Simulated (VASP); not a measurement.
# In2O3 (R-3c) in VASP: settings compared

In2O3 is run at these levels: r2SCAN, PBEsol; tasks: electric field gradients.

Everything below comes from runs of VASP 6.6.1. Logs are shortened: lines on timing, memory, paths and dates and some standing lists are left out, and cuts for length are marked.

### Step 1. The cell of the first run

It takes space group R-3c (No. 167, trigonal). The conventional cell has a = 5.487 Å, b = 5.487 Å, c = 14.510 Å, α = 90.00°, β = 90.00°, γ = 120.00°. Within 2.8 Å of In (site symmetry 3) lie 6 O at 2.12 to 2.26 Å. Within 3.2 Å of O (site symmetry 2) lie 4 In at 2.12 to 2.26 Å and 8 O at 2.81 to 3.10 Å.

### Step 2. Electric field gradients, r2SCAN

POSCAR

```
In2O3
1.0
    2.7435000000      1.5839604635      4.8366666667
   -2.7435000000      1.5839604635      4.8366666667
    0.0000000000     -3.1679209270      4.8366666667
In O
4 6
Direct
    0.3579176280      0.3579176280      0.3579176280
    0.1420823720      0.1420823720      0.1420823720
    0.6420823720      0.6420823720      0.6420823720
    0.8579176280      0.8579176280      0.8579176280
    0.5459193591      0.9540806409      0.2500000000
    0.2500000000      0.5459193591      0.9540806409
    0.9540806409      0.2500000000      0.5459193591
    0.4540806409      0.0459193591      0.7500000000
    0.7500000000      0.4540806409      0.0459193591
    0.0459193591      0.7500000000      0.4540806409
```

INCAR.step1

```
  PREC = Accurate
  ENCUT = 520
  ISMEAR = -1
  SIGMA = 0.02
  LREAL = F
  LASPH = T
  NELM = 80
  NBANDS = 55
  GGA = PE
  ALGO = Normal
  EDIFF = 1E-4
  LWAVE = T
  LCHARG = F
```

INCAR.step2

```
  PREC = Accurate
  ENCUT = 520
  EDIFF = 1E-8
  ISMEAR = -1
  SIGMA = 0.02
  LREAL = F
  LASPH = T
  NELM = 80
  ALGO = Normal
  ISIF = 2
  LWAVE = F
  LCHARG = F
  METAGGA = R2SCAN
  LMIXTAU = T
  LEFG = T
  NBANDS = 55
  ISTART = 1
```

KPOINTS

```
Automatic mesh
0
Gamma
  7 7 7
```

Potentials or basis: VASP PAW PBE potentials, release 64 (In_d, O).

The run is started by

```bash
cat potpaw_PBE.64/In_d/POTCAR potpaw_PBE.64/O/POTCAR > POTCAR
cp INCAR.step1 INCAR
mpirun -np 1 vasp_std > vasp.out
cp INCAR.step2 INCAR
mpirun -np 1 vasp_std > vasp.out
```

OUTCAR:

```text
PREC = Accurate
   ENCUT = 520
   EDIFF = 1E-8
   ISMEAR = -1
   LREAL = F
   LASPH = T
   NELM = 80
   ISIF = 2
   METAGGA = R2SCAN
   ISTART = 1

 ion  position               nearest neighbor table
   1  0.358  0.358  0.358-   9 2.12   8 2.12  10 2.12   7 2.26   6 2.26   5 2.26   2 3.13   3 3.25
                             3 3.25   3 3.25   2 3.60   2 3.60   2 3.60   4 3.99   4 3.99   4 3.99
   2  0.142  0.142  0.142-  10 2.12   8 2.12   9 2.12   6 2.26   7 2.26   5 2.26   1 3.13   4 3.25
                             4 3.25   4 3.25   1 3.60   1 3.60   1 3.60   3 3.99   3 3.99   3 3.99
   3  0.642  0.642  0.642-   6 2.12   5 2.12   7 2.12  10 2.26   9 2.26   8 2.26   4 3.13   1 3.25
                             1 3.25   1 3.25   4 3.60   4 3.60   4 3.60   2 3.99   2 3.99   2 3.99
   4  0.858  0.858  0.858-   7 2.12   5 2.12   6 2.12   9 2.26  10 2.26   8 2.26   3 3.13   2 3.25
                             2 3.25   2 3.25   3 3.60   3 3.60   3 3.60   1 3.99   1 3.99   1 3.99
   5  0.546  0.954  0.250-   3 2.12   4 2.12   1 2.26   2 2.26
   6  0.250  0.546  0.954-   3 2.12   4 2.12   2 2.26   1 2.26
   7  0.954  0.250  0.546-   4 2.12   3 2.12   1 2.26   2 2.26
   8  0.454  0.046  0.750-   1 2.12   2 2.12   3 2.26   4 2.26
   9  0.750  0.454  0.046-   1 2.12   2 2.12   4 2.26   3 2.26
  10  0.046  0.750  0.454-   2 2.12   1 2.12   3 2.26   4 2.26

  LATTYP: Found a trigonal (rhomboedric) cell.
 ALAT       =     5.7817875648
 COS(alpha) =     0.5496857780

  Lattice vectors:

 A1 = (   2.7435000000,   1.5839604635,   4.8366666667)
 A2 = (  -2.7435000000,   1.5839604635,   4.8366666667)
 A3 = (   0.0000000000,  -3.1679209270,   4.8366666667)

Analysis of symmetry for initial positions (statically):
=====================================================================
 Subroutine PRICEL returns:
 Original cell was already a primitive cell.

 Routine SETGRP: Setting up the symmetry group for a
 trigonal (rhombohedral) supercell.

 Subroutine GETGRP returns: Found 12 space group operations
 (whereof  6 operations were pure point group operations)
 out of a pool of 12 trial point group operations.

The static configuration has the point symmetry S_6 .
 The point group associated with its full space group is D_3d.

Analysis of symmetry for dynamics (positions and initial velocities):
=====================================================================
 Subroutine PRICEL returns:
 Original cell was already a primitive cell.

 Routine SETGRP: Setting up the symmetry group for a
 trigonal (rhombohedral) supercell.

[... 1579 lines left out ...]

 VOLUME and BASIS-vectors are now :
 -----------------------------------------------------------------------------
  energy-cutoff  :      520.00
  volume of cell :      126.11
      direct lattice vectors                 reciprocal lattice vectors
     2.743500000  1.583960463  4.836666667     0.182248952  0.105221482  0.068917988
    -2.743500000  1.583960463  4.836666667    -0.182248952  0.105221482  0.068917988
     0.000000000 -3.167920927  4.836666667     0.000000000 -0.210442963  0.068917988

 POSITION                                       TOTAL-FORCE (eV/Angst)
 -----------------------------------------------------------------------------------
      0.00000      0.00000      5.19338        -0.000000      0.000000     -0.103883
      0.00000      0.00000      2.06162        -0.000000      0.000000      0.103883
      0.00000      0.00000      9.31662        -0.000000     -0.000000      0.103883
      0.00000      0.00000     12.44838        -0.000000     -0.000000     -0.103883
     -1.11979      1.58396      8.46417         0.000640      0.000000      0.000000
     -0.81185     -1.76175      8.46417        -0.000320      0.000554      0.000000
      1.93165      0.17779      8.46417        -0.000320     -0.000554      0.000000
      1.11979     -1.58396      6.04583        -0.000640      0.000000      0.000000
      0.81185      1.76175      6.04583         0.000320     -0.000554      0.000000
     -1.93165     -0.17779      6.04583         0.000320      0.000554      0.000000
 -----------------------------------------------------------------------------------
    total drift:                                0.000000     -0.000000     -0.000000

  FREE ENERGIE OF THE ION-ELECTRON SYSTEM (eV)
  ---------------------------------------------------
  free  energy   TOTEN  =      -144.4384445614 eV

  energy  without entropy=     -144.4384445614  energy(sigma->0) =     -144.43844456

 Electric field gradients (V/A^2)
---------------------------------------------------------------------
 ion       V_xx      V_yy      V_zz      V_xy      V_xz      V_yz
---------------------------------------------------------------------
   1     -23.179   -23.179    46.358     0.000     0.000     0.000
   2     -23.179   -23.179    46.358    -0.000    -0.000     0.000
   3     -23.179   -23.179    46.358     0.000     0.000     0.000
   4     -23.179   -23.179    46.358    -0.000    -0.000     0.000
   5       8.898     7.003   -15.901     0.000    -0.000   -35.441
   6       7.476     8.424   -15.901    -0.821    30.693    17.720
   7       7.476     8.424   -15.901     0.821   -30.693    17.720
   8       8.898     7.003   -15.901    -0.000    -0.000   -35.441
   9       7.476     8.424   -15.901    -0.821    30.693    17.720
  10       7.476     8.424   -15.901     0.821   -30.693    17.720
---------------------------------------------------------------------

 Electric field gradients after diagonalization (V/A^2)
 (convention: |V_zz| > |V_xx| > |V_yy|)
----------------------------------------------------------------------
 ion       V_xx      V_yy      V_zz     asymmetry (V_yy - V_xx)/ V_zz
----------------------------------------------------------------------
   1     -23.179   -23.179    46.358       0.000
   2     -23.179   -23.179    46.358       0.000
   3     -23.179   -23.179    46.358       0.000
   4     -23.179   -23.179    46.358       0.000
   5      32.796     8.898   -41.694       0.573
   6      32.796     8.898   -41.694       0.573
   7      32.796     8.898   -41.694       0.573
   8      32.796     8.898   -41.694       0.573
   9      32.796     8.898   -41.694       0.573
  10      32.796     8.898   -41.694       0.573
----------------------------------------------------------------------

           NMR quadrupolar parameters

 Cq : quadrupolar parameter    Cq=e*Q*V_zz/h
 eta: asymmetry parameters     (V_yy - V_xx)/ V_zz
 Q  : nuclear electric quadrupole moment in mb (millibarn)
----------------------------------------------------------------------
 ion       Cq(MHz)       eta       Q (mb)
----------------------------------------------------------------------
   1       0.112       0.000       1.000
   2       0.112       0.000       1.000
   3       0.112       0.000       1.000
   4       0.112       0.000       1.000
   5      -0.101       0.573       1.000
   6      -0.101       0.573       1.000
   7      -0.101       0.573       1.000
   8      -0.101       0.573       1.000
   9      -0.101       0.573       1.000
  10      -0.101       0.573       1.000
----------------------------------------------------------------------
```

OUTCAR.step1:

```text
PREC = Accurate
   ENCUT = 520
   ISMEAR = -1
   LREAL = F
   LASPH = T
[... 1650 lines left out ...]
      1.93165      0.17779      8.46417         0.009683      0.016772      0.000000
      1.11979     -1.58396      6.04583         0.019367     -0.000000      0.000000
      0.81185      1.76175      6.04583        -0.009683      0.016772      0.000000
     -1.93165     -0.17779      6.04583        -0.009683     -0.016772      0.000000
 -----------------------------------------------------------------------------------
    total drift:                                0.000000     -0.000000     -0.000000

  FREE ENERGIE OF THE ION-ELECTRON SYSTEM (eV)
  ---------------------------------------------------
  free  energy   TOTEN  =       -55.2925714963 eV

  energy  without entropy=      -55.2925714962  energy(sigma->0) =      -55.29257150
```

It took 34 min on 1 thread of Intel Xeon Platinum 8124M at 3.00GHz (Skylake/Cascade Lake), shared host; peak memory 0.51 GiB.

What came out:

```
Free energy                             : -144.4384 eV
Pressure                                : 3.0 GPa
Largest force                           : 0.104 eV/Å
Band gap on the k mesh                  : 1.88 eV (least direct gap 1.90 eV)
Largest electric field gradient by atom : In +46.4; O -41.7 V/Å²
```

Forces on the atoms (eV/Å):
```
In   0.000  0.000 -0.104
In   0.000  0.000  0.104
In   0.000  0.000  0.104
In   0.000  0.000 -0.104
O    0.001  0.000  0.000
O    0.000  0.001  0.000
O    0.000 -0.001  0.000
O   -0.001  0.000  0.000
O    0.000 -0.001  0.000
O    0.000  0.001  0.000
```

Levels at points of the mesh, in eV from the valence-band top:
```tsv
k point	band 41	band 42	band 43	band 44	band 45	band 46	band 47	band 48
(0.00, 0.00, 0.00)	-0.27	-0.27	-0.02	-0.02	1.88	6.22	7.07	7.97
```

Electric field gradients, principal values (V/Å²):
```
atom    least   middle  greatest (by size)
1 In  -23.179  -23.179              46.358
2 In  -23.179  -23.179              46.358
3 In  -23.179  -23.179              46.358
4 In  -23.179  -23.179              46.358
 5 O    8.898   32.796             -41.694
 6 O    8.898   32.796             -41.694
 7 O    8.898   32.796             -41.694
 8 O    8.898   32.796             -41.694
 9 O    8.898   32.796             -41.694
10 O    8.898   32.796             -41.694
```

Caveat: the cell stands under pressure; without QUAD_EFG the Cq values of the log hold for a quadrupole moment of 1 mb, not for the nuclei; the PAW data sets were made with another functional, which shifts forces and pressure a little; spin-orbit coupling is left out, which moves the levels of the heavy elements. A k mesh can miss the band edges.

### Step 3. Electric field gradients, PBEsol

INCAR

```
SYSTEM = In2O3
ALGO     = Normal         ! electronic algorithm
EDIFF    = 1E-8           ! SCF threshold, eV
ENCUT    = 520            ! plane-wave cutoff, eV
GGA      = PS             ! functional
ISIF     = 2              ! what is computed and relaxed
ISMEAR   = -1             ! smearing method
LASPH    = .True.         ! aspherical terms in the spheres
LCHARG   = .False.        ! write CHGCAR
LEFG     = .True.       
LREAL    = .False.        ! projectors in reciprocal space
LWAVE    = .False.        ! write WAVECAR
NBANDS   = 55             ! bands
NELM     = 100            ! most SCF steps
PREC     = Accurate       ! precision mode
SIGMA    = 0.02           ! smearing width, eV
```

KPOINTS

```
k-points
0
Gamma
  7 7 7
  0 0 0
```

POSCAR is that of step 2.

Potentials or basis: VASP PAW PBE potentials, release 64 (In_d, O).

The run is started by

```bash
cat potpaw_PBE.64/In_d/POTCAR potpaw_PBE.64/O/POTCAR > POTCAR
mpirun -np 1 vasp_std > vasp.out
```

OUTCAR:

```text
SYSTEM = In2O3
   EDIFF = 1E-8
   ENCUT = 520
   GGA = PS
   ISIF = 2
   ISMEAR = -1
   LASPH = .True.
   LREAL = .False.
   NELM = 100
   PREC = Accurate

 ion  position               nearest neighbor table
   1  0.358  0.358  0.358-   9 2.12   8 2.12  10 2.12   7 2.26   6 2.26   5 2.26   2 3.13   3 3.25
                             3 3.25   3 3.25   2 3.60   2 3.60   2 3.60   4 3.99   4 3.99   4 3.99
   2  0.142  0.142  0.142-  10 2.12   8 2.12   9 2.12   6 2.26   7 2.26   5 2.26   1 3.13   4 3.25
                             4 3.25   4 3.25   1 3.60   1 3.60   1 3.60   3 3.99   3 3.99   3 3.99
   3  0.642  0.642  0.642-   6 2.12   5 2.12   7 2.12  10 2.26   9 2.26   8 2.26   4 3.13   1 3.25
                             1 3.25   1 3.25   4 3.60   4 3.60   4 3.60   2 3.99   2 3.99   2 3.99
   4  0.858  0.858  0.858-   7 2.12   5 2.12   6 2.12   9 2.26  10 2.26   8 2.26   3 3.13   2 3.25
                             2 3.25   2 3.25   3 3.60   3 3.60   3 3.60   1 3.99   1 3.99   1 3.99
   5  0.546  0.954  0.250-   3 2.12   4 2.12   1 2.26   2 2.26
   6  0.250  0.546  0.954-   3 2.12   4 2.12   2 2.26   1 2.26
   7  0.954  0.250  0.546-   4 2.12   3 2.12   1 2.26   2 2.26
   8  0.454  0.046  0.750-   1 2.12   2 2.12   3 2.26   4 2.26
   9  0.750  0.454  0.046-   1 2.12   2 2.12   4 2.26   3 2.26
  10  0.046  0.750  0.454-   2 2.12   1 2.12   3 2.26   4 2.26

  LATTYP: Found a trigonal (rhomboedric) cell.
 ALAT       =     5.7817875648
 COS(alpha) =     0.5496857780

  Lattice vectors:

 A1 = (   2.7435000000,   1.5839604635,   4.8366666667)
 A2 = (  -2.7435000000,   1.5839604635,   4.8366666667)
 A3 = (   0.0000000000,  -3.1679209270,   4.8366666667)

Analysis of symmetry for initial positions (statically):
=====================================================================
 Subroutine PRICEL returns:
 Original cell was already a primitive cell.

 Routine SETGRP: Setting up the symmetry group for a
 trigonal (rhombohedral) supercell.

 Subroutine GETGRP returns: Found 12 space group operations
 (whereof  6 operations were pure point group operations)
 out of a pool of 12 trial point group operations.

The static configuration has the point symmetry S_6 .
[... 1605 lines left out ...]
     -1.11979      1.58396      8.46417        -0.049392     -0.000000     -0.000000
     -0.81185     -1.76175      8.46417         0.024696     -0.042775     -0.000000
      1.93165      0.17779      8.46417         0.024696      0.042775     -0.000000
      1.11979     -1.58396      6.04583         0.049392     -0.000000     -0.000000
      0.81185      1.76175      6.04583        -0.024696      0.042775     -0.000000
     -1.93165     -0.17779      6.04583        -0.024696     -0.042775     -0.000000
 -----------------------------------------------------------------------------------
    total drift:                                0.000000     -0.000000     -0.000000

  FREE ENERGIE OF THE ION-ELECTRON SYSTEM (eV)
  ---------------------------------------------------
  free  energy   TOTEN  =       -59.3726243413 eV

  energy  without entropy=      -59.3726243413  energy(sigma->0) =      -59.37262434

 Electric field gradients (V/A^2)
---------------------------------------------------------------------
 ion       V_xx      V_yy      V_zz      V_xy      V_xz      V_yz
---------------------------------------------------------------------
   1     -23.041   -23.041    46.081    -0.000     0.000     0.000
   2     -23.041   -23.041    46.081     0.000    -0.000     0.000
   3     -23.041   -23.041    46.081    -0.000     0.000     0.000
   4     -23.041   -23.041    46.081     0.000    -0.000     0.000
   5       9.692     6.239   -15.931     0.000    -0.000   -37.280
   6       7.102     8.829   -15.931    -1.496    32.286    18.640
   7       7.102     8.829   -15.931     1.496   -32.286    18.640
   8       9.692     6.239   -15.931    -0.000    -0.000   -37.280
   9       7.102     8.829   -15.931    -1.496    32.286    18.640
  10       7.102     8.829   -15.931     1.496   -32.286    18.640
---------------------------------------------------------------------

 Electric field gradients after diagonalization (V/A^2)
 (convention: |V_zz| > |V_xx| > |V_yy|)
----------------------------------------------------------------------
 ion       V_xx      V_yy      V_zz     asymmetry (V_yy - V_xx)/ V_zz
----------------------------------------------------------------------
   1     -23.041   -23.041    46.081       0.000
   2     -23.041   -23.041    46.081       0.000
   3     -23.041   -23.041    46.081       0.000
   4     -23.041   -23.041    46.081       0.000
   5      34.047     9.692   -43.740       0.557
   6      34.047     9.692   -43.740       0.557
   7      34.047     9.692   -43.740       0.557
   8      34.047     9.692   -43.740       0.557
   9      34.047     9.692   -43.740       0.557
  10      34.047     9.692   -43.740       0.557
----------------------------------------------------------------------

           NMR quadrupolar parameters

 Cq : quadrupolar parameter    Cq=e*Q*V_zz/h
 eta: asymmetry parameters     (V_yy - V_xx)/ V_zz
 Q  : nuclear electric quadrupole moment in mb (millibarn)
----------------------------------------------------------------------
 ion       Cq(MHz)       eta       Q (mb)
----------------------------------------------------------------------
   1       0.111       0.000       1.000
   2       0.111       0.000       1.000
   3       0.111       0.000       1.000
   4       0.111       0.000       1.000
   5      -0.106       0.557       1.000
   6      -0.106       0.557       1.000
   7      -0.106       0.557       1.000
   8      -0.106       0.557       1.000
   9      -0.106       0.557       1.000
  10      -0.106       0.557       1.000
----------------------------------------------------------------------
```

OSZICAR:

```text
N       E                     dE             d eps       ncg     rms          rms(c)
DAV:   1     0.125532552111E+04    0.12553E+04   -0.41268E+04  5001   0.230E+03
DAV:   2     0.192330151519E+03   -0.10630E+04   -0.10106E+04  5035   0.645E+02
DAV:   3    -0.474207308518E+02   -0.23975E+03   -0.23198E+03  5347   0.271E+02
DAV:   4    -0.677629859205E+02   -0.20342E+02   -0.20140E+02  6568   0.846E+01
DAV:   5    -0.682037275431E+02   -0.44074E+00   -0.43966E+00  6209   0.131E+01    0.220E+01
DAV:   6    -0.593956474202E+02    0.88081E+01   -0.31980E+01  7336   0.599E+01    0.169E+01
DAV:   7    -0.594683365726E+02   -0.72689E-01   -0.31703E+00  5578   0.103E+01    0.434E+00
DAV:   8    -0.593999936303E+02    0.68343E-01   -0.25894E-01  7432   0.314E+00    0.233E+00
DAV:   9    -0.593743711526E+02    0.25622E-01   -0.51922E-02  7498   0.290E+00    0.435E-01
DAV:  10    -0.593722411787E+02    0.21300E-02   -0.15772E-02  6896   0.125E+00    0.809E-02
DAV:  11    -0.593726350856E+02   -0.39391E-03   -0.18023E-03  6416   0.268E-01    0.103E-01
DAV:  12    -0.593726229780E+02    0.12108E-04   -0.31709E-04  7640   0.143E-01    0.295E-02
DAV:  13    -0.593726236888E+02   -0.71081E-06   -0.18960E-05  7025   0.362E-02    0.106E-02
DAV:  14    -0.593726243499E+02   -0.66113E-06   -0.14173E-06  6256   0.787E-03    0.267E-03
DAV:  15    -0.593726244013E+02   -0.51419E-07   -0.12538E-07  6105   0.177E-03    0.228E-03
DAV:  16    -0.593726243448E+02    0.56529E-07   -0.77429E-09  3720   0.657E-04    0.514E-04
DAV:  17    -0.593726243413E+02    0.34543E-08   -0.51848E-09  3345   0.468E-04
   1 F= -.59372624E+02 E0= -.59372624E+02  d E =-.390842E-11
```

Run time: 12 min. Hardware: 1 thread of Intel Xeon 8259CL, shared host; peak memory 0.45 GiB.

What came out:

```yaml
Free_energy: -59.3726 eV
Pressure: 2.5 GPa
Largest_force: 0.092 eV/Å
Band_gap_on_the_k_mesh: 1.18 eV (least direct gap 1.22 eV)
Largest_electric_field_gradient_by_atom: In +46.1; O -43.7 V/Å²
```

Forces in eV/Å, atoms in the order of the input:
```
In   0.000  0.000 -0.092
In   0.000  0.000  0.092
In   0.000  0.000  0.092
In   0.000  0.000 -0.092
O   -0.049  0.000  0.000
O    0.025 -0.043  0.000
O    0.025  0.043  0.000
O    0.049  0.000  0.000
O   -0.025  0.043  0.000
O   -0.025 -0.043  0.000
```

Levels at points of the mesh, in eV from the valence-band top:
```
           k point  band 42  band 43  band 44  band 45  band 46  band 47
(0.00, 0.00, 0.00)    -0.27    -0.03    -0.03     1.18     5.41     6.20
```

Electric field gradients, principal values (V/Å²):
| atom | least | middle | greatest (by size) |
| --- | --- | --- | --- |
| 1 In | -23.041 | -23.041 | 46.081 |
| 2 In | -23.041 | -23.041 | 46.081 |
| 3 In | -23.041 | -23.041 | 46.081 |
| 4 In | -23.041 | -23.041 | 46.081 |
| 5 O | 9.692 | 34.047 | -43.740 |
| 6 O | 9.692 | 34.047 | -43.740 |
| 7 O | 9.692 | 34.047 | -43.740 |
| 8 O | 9.692 | 34.047 | -43.740 |
| 9 O | 9.692 | 34.047 | -43.740 |
| 10 O | 9.692 | 34.047 | -43.740 |

Caveat: without QUAD_EFG the Cq values of the log hold for a quadrupole moment of 1 mb, not for the nuclei; the PAW data sets were made with another functional, which shifts forces and pressure a little; spin-orbit coupling is left out, which moves the levels of the heavy elements. A k mesh can miss the band edges.
